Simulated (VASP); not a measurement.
# Zn8HO8 (a cell with a defect) in VASP: a series of runs

Runs on Zn8HO8 (a cell with a defect). Level: PBE. Tasks: single point.

Everything below comes from runs of VASP 6.6.1. Logs are shortened: lines on timing, memory, paths and dates and some standing lists are left out, and cuts for length are marked.

### Step 1. The cell of the first run

The cell holds a defect, 17 atoms: a = 6.507 Å, b = 5.635 Å, c = 5.207 Å, α = 90.00°, β = 90.00°, γ = 90.00°.

### Step 2. Single point, PBE

INCAR reads:

```
PREC = Accurate
ENCUT = 520
EDIFF = 1E-6
ISMEAR = -1
SIGMA = 0.05
LREAL = Auto
LASPH = True
NELM = 100
ALGO = Normal
ISIF = 2
LWAVE = False
LCHARG = False
GGA = PE
NBANDS = 86
NELECT = 144.0
```

KPOINTS reads:

```
regular mesh
0
Gamma
  2 2 2
```

POSCAR reads:

```
Zn8HO8
1.0
   -3.2533000000     -5.6348810000      0.0000000000
    4.8799500000     -2.8174400000      0.0000000000
    0.0000000000      0.0000000000      5.2073000000
Zn O H
8 8 1
Direct
    0.5169584804      0.3431840540      0.0171490024
    0.5981535935      0.5420082348      0.5982947017
    0.1889971669      0.8884034638     -0.0233518330
    0.2287007609      0.1619549761      0.4649818524
   -0.0123173772      0.3462387682      0.0470493346
    0.0355981078      0.6580828336      0.5072686421
    0.7520004500      0.8247795703      0.0381387667
    0.7315304305      0.1480113423      0.5436982697
    0.4745732687      0.2048441511      0.3251973191
    0.4667292326      0.6733901397      0.8717185490
    0.2890293048      0.8161147219      0.3832696407
    0.2307434387      0.1869030685      0.8982006030
   -0.0447960678      0.3350987106      0.3962898239
   -0.0215466376      0.6771795456      0.8912296200
    0.7425578994      0.8338330545      0.4098669176
    0.7467490867      0.1498373557      0.9243177846
    0.4005386657      0.8863763852      0.3034009948
```

Potentials or basis: VASP PAW PBE potentials, release 64 (Zn, O, H).

The run is started by

```console
$ cat potpaw_PBE.64/Zn/POTCAR potpaw_PBE.64/O/POTCAR potpaw_PBE.64/H/POTCAR > POTCAR
$ mpirun -np 1 vasp_std > vasp.out
```

OUTCAR:

```text
PREC = Accurate
   ENCUT = 520
   EDIFF = 1E-6
   ISMEAR = -1
   LREAL = Auto
   LASPH = True
   NELM = 100
   ISIF = 2
   GGA = PE
   NELECT = 144.0

 ion  position               nearest neighbor table
   1  0.517  0.343  0.017-   9 1.80  16 1.91  10 2.04  12 2.15   2 2.51   8 3.04
   2  0.598  0.542  0.598-  10 1.82  15 2.13   8 2.40   9 2.51   1 2.51   6 2.96   7 2.96
   3  0.189  0.888  0.977-  12 1.75  14 1.87  10 2.24  11 2.25   7 2.88   5 2.92   6 2.94   4 2.98

   4  0.229  0.162  0.465-   9 1.77  11 2.03  13 2.06  12 2.26   5 2.88   3 2.98
   5  0.988  0.346  0.047-  13 1.83  12 1.98  16 2.02  14 2.03   4 2.88   3 2.92   6 2.99
   6  0.036  0.658  0.507-  13 1.98  11 1.98  14 2.04  15 2.21   3 2.94   2 2.96   5 2.99
   7  0.752  0.825  0.038-  14 1.86  16 1.93  15 1.94  10 2.22   3 2.88   2 2.96
   8  0.732  0.148  0.544-  15 1.90  13 1.95  16 1.98   9 2.05   2 2.40   1 3.04
   9  0.475  0.205  0.325-   4 1.77   1 1.80   8 2.05   2 2.51
  10  0.467  0.673  0.872-   2 1.82   1 2.04   7 2.22   3 2.24
  11  0.289  0.816  0.383-  17 0.93   6 1.98   4 2.03   3 2.25
  12  0.231  0.187  0.898-   3 1.75   5 1.98   1 2.15   4 2.26
  13  0.955  0.335  0.396-   5 1.83   8 1.95   6 1.98   4 2.06
  14  0.978  0.677  0.891-   7 1.86   3 1.87   5 2.03   6 2.04
  15  0.743  0.834  0.410-   8 1.90   7 1.94   2 2.13   6 2.21
  16  0.747  0.150  0.924-   1 1.91   7 1.93   8 1.98   5 2.02
  17  0.401  0.886  0.303-  11 0.93

  LATTYP: Found a simple orthorhombic cell.
 ALAT       =     5.2073000000
 B/A-ratio  =     1.0821117795
 C/A-ratio  =     1.2495151217

  Lattice vectors:

 A1 = (   0.0000000000,   0.0000000000,  -5.2073000000)
 A2 = (   4.8799500000,  -2.8174400000,   0.0000000000)
 A3 = (  -3.2533000000,  -5.6348810000,   0.0000000000)

Analysis of symmetry for initial positions (statically):
=====================================================================
 Subroutine PRICEL returns:
 Original cell was already a primitive cell.

 Routine SETGRP: Setting up the symmetry group for a
 simple orthorhombic supercell.

 Subroutine GETGRP returns: Found  1 space group operations
 (whereof  1 operations were pure point group operations)
 out of a pool of  8 trial point group operations.

The static configuration has the point symmetry C_1 .

Analysis of symmetry for dynamics (positions and initial velocities):
=====================================================================
 Subroutine PRICEL returns:
 Original cell was already a primitive cell.

 Routine SETGRP: Setting up the symmetry group for a
 simple orthorhombic supercell.

 Subroutine GETGRP returns: Found  1 space group operations
 (whereof  1 operations were pure point group operations)
 out of a pool of  8 trial point group operations.

The dynamic configuration has the point symmetry C_1 .

 Subroutine INISYM returns: Found  1 space group operations
 (whereof  1 operations are pure point group operations),
 and found     1 'primitive' translations

----------------------------------------------------------------------------------------

                                     Primitive cell

  volume of cell :     190.9200

  direct lattice vectors                    reciprocal lattice vectors
    -3.253300000 -5.634881000  0.000000000    -0.076845039 -0.133099534  0.000000000
     4.879950000 -2.817440000  0.000000000     0.153690106 -0.088733022  0.000000000
     0.000000000  0.000000000  5.207300000     0.000000000  0.000000000  0.192038100

  length of vectors
     6.506600093  5.634880669  5.207300000     0.153690097  0.177466047  0.192038100

  position of ions in fractional coordinates (direct lattice)
     0.516958480  0.343184054  0.017149002
     0.598153594  0.542008235  0.598294702
     0.188997167  0.888403464  0.976648167
     0.228700761  0.161954976  0.464981852
     0.987682623  0.346238768  0.047049335
     0.035598108  0.658082834  0.507268642
[... 9 lines left out ...]
     0.746749087  0.149837356  0.924317785
     0.400538666  0.886376385  0.303400995

  ion indices of the primitive-cell ions
   primitive index   ion index
                 1           1
                 2           2
                 3           3
                 4           4
                 5           5
                 6           6
[... 9 lines left out ...]
                16          16
                17          17

----------------------------------------------------------------------------------------

 KPOINTS: regular mesh

Automatic generation of k-mesh.
 Grid dimensions read from file:
 generate k-points for:    2    2    2

 Generating k-lattice:

  Cartesian coordinates                     Fractional coordinates (reciprocal lattice)
    -0.038422520 -0.066549767  0.000000000     0.500000000  0.000000000  0.000000000
     0.076845053 -0.044366511  0.000000000    -0.000000000  0.500000000  0.000000000
     0.000000000  0.000000000  0.096019050     0.000000000  0.000000000  0.500000000

  Length of vectors
     0.076845049  0.088733024  0.096019050

  Shift w.r.t. Gamma in fractional coordinates (k-lattice)
     0.000000000  0.000000000  0.000000000

 Subroutine IBZKPT returns following result:
 ===========================================

 Found      8 irreducible k-points:

 Following reciprocal coordinates:
            Coordinates               Weight
  0.000000  0.000000  0.000000      1.000000
  0.500000  0.000000  0.000000      1.000000
  0.000000  0.500000  0.000000      1.000000
  0.500000  0.500000  0.000000      1.000000
  0.000000  0.000000  0.500000      1.000000
  0.500000  0.000000  0.500000      1.000000
  0.000000  0.500000  0.500000      1.000000
  0.500000  0.500000  0.500000      1.000000
   k-points           NKPTS =      8   k-points in BZ     NKDIM =      8   number of bands    NBANDS=     86
   number of dos      NEDOS =    301   number of ions     NIONS =     17
   total plane-waves  NPLWV =  80640
   dimension x,y,z NGX =    48 NGY =   42 NGZ =   40
   dimension x,y,z NGXF=    96 NGYF=   84 NGZF=   80
   ions per type =               8   8   1
   NGX,Y,Z   is equivalent  to a cutoff of  12.26, 12.39, 12.77 a.u.
   NGXF,Y,Z  is equivalent  to a cutoff of  24.53, 24.78, 25.54 a.u.
 SYSTEM =  unknown system
   PREC   = accura    normal or accurate (medium, high low for compatibility)
   ISTART =      0    job   : 0-new  1-cont  2-samecut
   ICHARG =      2    charge: 1-file 2-atom 10-const
   ISPIN  =      1    spin polarized calculation?
   LNONCOLLINEAR =      F non collinear calculations
   LSORBIT =      F    spin-orbit coupling
   LASPH  =      T    aspherical Exc in radial PAW
   ENCUT  =  520.0 eV  38.22 Ry    6.18 a.u.  12.10 10.48  9.68*2*pi/ulx,y,z
   NELM   =    100;   NELMIN=  2; NELMDL= -5     # of ELM steps
   EDIFF  = 0.1E-05   stopping-criterion for ELM
   LREAL  =      T    real-space projection
   EDIFFG = 0.1E-04   stopping-criterion for IOM
   NSW    =      0    number of steps for IOM
   IBRION =     -1    ionic relax: 0-MD 1-quasi-New 2-CG
   NFREE  =      0    steps in history (QN), initial steepest desc. (CG)
   ISIF   =      2    stress and relaxation
   ISYM   =      2    0-nonsym 1-usesym 2-fastsym
   POTIM  = 0.5000    time-step for ionic-motion
   TEBEG  =    0.0;   TEEND  =   0.0 temperature during run
   PSTRESS=    0.0 pullay stress
   NELECT =     144.0000    total number of electrons
   NUPDOWN=      -1.0000    fix difference up-down
   EMIN   =  10.00;   EMAX   =-10.00  energy-range for DOS
   EFERMI =   0.00;   METHOD = LEGACY
   ISMEAR =    -1;   SIGMA  =   0.05  broadening in eV -4-tet -1-fermi 0-gaus
   EFERMI_NEDOS =   21; number of points for ismear=-14 and -15
   IALGO  =     38    algorithm
   IMIX   =      4    mixing-type and parameters
     AMIX     =   0.40;   BMIX     =  1.00
     AMIX_MAG =   1.60;   BMIX_MAG =  1.00
  volume/ion in A,a.u.               =      11.23        75.79
  Fermi-wavevector in a.u.,A,eV,Ry     =   1.490202  2.816074 30.214491  2.220702
  Thomas-Fermi vector in A             =   2.603014
   LORBIT       =      0    0 simple, 1 ext, 2 COOP (PROOUT), +10 PAW based schemes
   GGA     = PE    functional components
[... 5 lines left out ...]
 non-spin polarized calculation
  energy-cutoff  :      520.00
  volume of cell :      190.92
 maximum number of plane-waves:      5152
   NGX = 25   NGY = 21   NGZ = 19

 number of electron     143.9999985 magnetization

 Free energy of the ion-electron system (eV)
  ---------------------------------------------------
  ext. energy  EPLUGINS =         0.00000000
  ---------------------------------------------------
  free energy    TOTEN  =       -71.87315546 eV

  energy without entropy =      -71.87159194  energy(sigma->0) =      -71.87237370

 E-fermi :   1.4284     XC(G=0): -10.9145

 val. band max:        1.1816616432   @ k =   0.0000   0.0000   0.0000
 cond. band min:       1.6565542671   @ k =   0.0000   0.0000   0.0000
 fundamental gap:      0.4748926239
 Fermi energy:         1.4283630030

 k-point     1 :       0.0000    0.0000    0.0000
  band No.  band energies     occupation
      1     -18.3506      2.00000
      2     -17.0016      2.00000
      3     -16.5896      2.00000
      4     -16.4495      2.00000
      5     -16.0399      2.00000
      6     -15.8047      2.00000
[... 76 lines left out ...]
     83       9.1700      0.00000
     84       9.3586      0.00000

 k-point     2 :       0.5000    0.0000    0.0000
  band No.  band energies     occupation
      1     -18.3406      2.00000
      2     -16.9771      2.00000
      3     -16.5833      2.00000
      4     -16.5034      2.00000
      5     -16.0486      2.00000
      6     -15.7956      2.00000
[... 511 lines left out ...]
     83       9.3795      0.00000
     84       9.6213      0.00000

 k-point     8 :       0.5000    0.5000    0.5000
  band No.  band energies     occupation
      1     -18.3102      2.00000
      2     -16.8176      2.00000
      3     -16.6182      2.00000
      4     -16.4372      2.00000
      5     -16.1268      2.00000
      6     -15.8312      2.00000
[... 76 lines left out ...]
     83       9.4457      0.00000
     84       9.7698      0.00000
 [bands above 84 left out]

------------------------ aborting loop because EDIFF is reached ----------------------------------------

  FORCE on cell =-STRESS in cart. coord.  units (eV):
  Direction    XX          YY          ZZ          XY          YZ          ZX
  --------------------------------------------------------------------------------------
  -------------------------------------------------------------------------------------
  Total        5.5126099      5.7116879      8.8915978     -1.6423938      6.0303486      1.6075637
  in kB       46.2611483     47.9317865     74.6172015    -13.7827681     50.6059478     13.4904779
  external PRESSURE =      56.2700454 kB  Pullay stress =       0.0000000 kB

 VOLUME and BASIS-vectors are now :
 -----------------------------------------------------------------------------
  energy-cutoff  :      520.00
  volume of cell :      190.92
      direct lattice vectors                 reciprocal lattice vectors
    -3.253300000 -5.634881000  0.000000000    -0.076845039 -0.133099534  0.000000000
     4.879950000 -2.817440000  0.000000000     0.153690106 -0.088733022  0.000000000
     0.000000000  0.000000000  5.207300000     0.000000000  0.000000000  0.192038100

 POSITION                                       TOTAL-FORCE (eV/Angst)
 -----------------------------------------------------------------------------------
     -0.00710     -3.87990      0.08930         1.639771      0.693033     -1.222998
      0.69900     -4.89760      3.11550         1.556058     -0.821650     -2.323936
      3.72050     -3.56800      5.08570        -2.705642      0.324549      0.206321
      0.04630     -1.74500      2.42130         1.740614      1.853821      2.415778
     -1.52360     -6.54098      0.24500        -0.006638     -0.244906     -2.363837
      3.09560     -2.05470      2.64150         0.676832      0.557586      0.289376
[... 9 lines left out ...]
     -1.69820     -4.63000      4.81320         0.287969     -0.892339     -1.318702
      3.02240     -4.75430      1.57990        -0.929851     -3.228899     -1.085133
 -----------------------------------------------------------------------------------
    total drift:                                0.007438      0.003378      0.000690

  FREE ENERGIE OF THE ION-ELECTRON SYSTEM (eV)
  ---------------------------------------------------
  free  energy   TOTEN  =       -71.8731554586 eV

  energy  without entropy=      -71.8715919372  energy(sigma->0) =      -71.87237370
```

Wall time 4.6 min (1 thread of Intel Xeon Platinum 8259CL at 2.50GHz (Skylake/Cascade Lake), shared host); peak memory 0.31 GiB.

What came out:

* Free energy: -71.8732 eV
* Largest force: 4.557 eV/Å

Forces in eV/Å, atoms in the order of the input:
```
Zn   1.640  0.693 -1.223
Zn   1.556 -0.822 -2.324
Zn  -2.706  0.325  0.206
Zn   1.741  1.854  2.416
Zn  -0.007 -0.245 -2.364
Zn   0.677  0.558  0.289
Zn   1.212  1.633  0.361
Zn  -0.733  0.726  0.201
O    0.025 -2.770  2.204
O   -0.242 -0.206  1.772
O    0.340  4.402  1.128
O    1.745 -1.512 -1.523
O   -0.393 -0.943  1.765
O   -1.663  0.152 -0.828
O   -2.549  0.276  0.323
O    0.288 -0.892 -1.319
H   -0.930 -3.229 -1.085
```

Caveat: the k points lie up to 0.60 Å⁻¹ apart; the cell carries a net charge on a neutralising background, which shifts energy and pressure; the cell is charged against a uniform background, so pressure and absolute levels hang on convention; the atoms stand as in a frame of molecular dynamics.

### Step 3. Single point, PBE

INCAR reads:

```
SYSTEM = Zn8HO8
PREC     = Accurate       ! precision mode
ENCUT    = 520            ! plane-wave cutoff, eV
EDIFF    = 1E-6           ! SCF threshold, eV
ISMEAR   = -1             ! smearing method
SIGMA    = 0.05           ! smearing width, eV
LREAL    = Auto         
LASPH    = .TRUE.         ! aspherical terms in the spheres
NELM     = 80             ! most SCF steps
ALGO     = Normal         ! electronic algorithm
ISIF     = 2              ! what is computed and relaxed
LWAVE    = .FALSE.        ! write WAVECAR
LCHARG   = .FALSE.        ! write CHGCAR
GGA      = PE             ! functional
NELECT   = 144.0        
NBANDS   = 86             ! bands
```

KPOINTS reads:

```
Automatic mesh
0
G
  2 2 2
  0 0 0
```

POSCAR reads:

```
Zn8HO8
1.0
   -3.2533000000     -5.6348810000      0.0000000000
    4.8799500000     -2.8174400000      0.0000000000
    0.0000000000      0.0000000000      5.2073000000
Zn O H
8 8 1
Direct
    0.4866821973      0.3496804665     -0.0242544121
    0.5932002012      0.5610012838      0.5722543353
    0.2262078771      0.8756692357      0.0094098669
    0.2324332612      0.1807549522      0.4948821846
   -0.0010237277      0.3218413112      0.0008641715
    0.0046185148      0.6749301559      0.5448312945
    0.7339243497      0.8446758854      0.0539050948
    0.7344746110      0.1255476495      0.5706604190
    0.5282512162      0.2611829387      0.4127858967
    0.5009906885      0.6829522858      0.8759625910
    0.2459986384      0.8080835604      0.3833464559
    0.2651612643      0.1994178508      0.8329268527
   -0.0059311517      0.3615414469      0.4261517485
   -0.0223436677      0.6599267095      0.9099917424
    0.7671328832      0.8015068615      0.3998425288
    0.7539892466      0.1913653246      0.9014844545
    0.3503108002      0.6912091571      0.4514047587
```

Potentials or basis: VASP PAW PBE potentials, release 64 (Zn, O, H).

The run is started by

```console
$ cat potpaw_PBE.64/Zn/POTCAR potpaw_PBE.64/O/POTCAR potpaw_PBE.64/H/POTCAR > POTCAR
$ mpirun -np 1 vasp_std > vasp.out
```

It took 5.3 min on 1 thread of Intel Xeon Platinum 8259CL at 2.50GHz (Skylake/Cascade Lake), shared host; peak memory 0.32 GiB.

The run converged. Its results:

```
Free energy   : -72.7343 eV
Largest force : 4.914 eV/Å
```

Forces on the atoms (eV/Å):
```
Zn  -0.590 -1.025  2.294
Zn  -0.462 -1.093 -1.827
Zn  -0.962  0.270 -0.901
Zn  -0.411 -0.148 -2.692
Zn   0.496 -1.612  1.404
Zn  -0.317 -0.363  0.389
Zn   0.065 -0.203 -1.369
Zn  -3.530 -1.273 -2.093
O    3.705  1.648 -2.775
O    1.337  0.392  1.526
O   -0.198 -0.886  0.082
O   -0.646  2.068  3.984
O   -1.833  1.396 -1.621
O    0.724 -1.441  0.588
O    1.481  0.759  1.140
O   -0.423  1.383  2.654
H    1.564  0.128 -0.781
```

Levels at points of the mesh, in eV from the Fermi level:
```
           k point  band 69  band 70  band 71  band 72  band 73  band 74  band 75  band 76
(0.00, 0.00, 0.00)    -0.90    -0.46    -0.41    -0.26     0.25     3.91     4.35     4.88
(0.50, 0.00, 0.00)    -1.02    -0.86    -0.48    -0.41     1.99     2.26     4.72     5.26
(0.00, 0.50, 0.00)    -0.88    -0.68    -0.56    -0.45     2.25     2.54     4.39     4.78
(0.50, 0.50, 0.00)    -0.94    -0.84    -0.66    -0.62     2.78     3.25     3.83     4.12
(0.00, 0.00, 0.50)    -0.91    -0.88    -0.64    -0.61     2.41     2.62     4.69     4.70
(0.50, 0.00, 0.50)    -1.25    -1.14    -0.83    -0.77     2.90     3.57     3.81     4.04
(0.00, 0.50, 0.50)    -1.19    -1.06    -0.95    -0.73     2.73     3.56     3.86     4.19
(0.50, 0.50, 0.50)    -1.30    -1.22    -0.96    -0.81     2.97     3.79     4.28     4.35
```

Caveat: the k points lie up to 0.60 Å⁻¹ apart; the cell carries a net charge on a neutralising background, which shifts energy and pressure; the cell is charged against a uniform background, so pressure and absolute levels hang on convention; the atoms stand as in a frame of molecular dynamics.
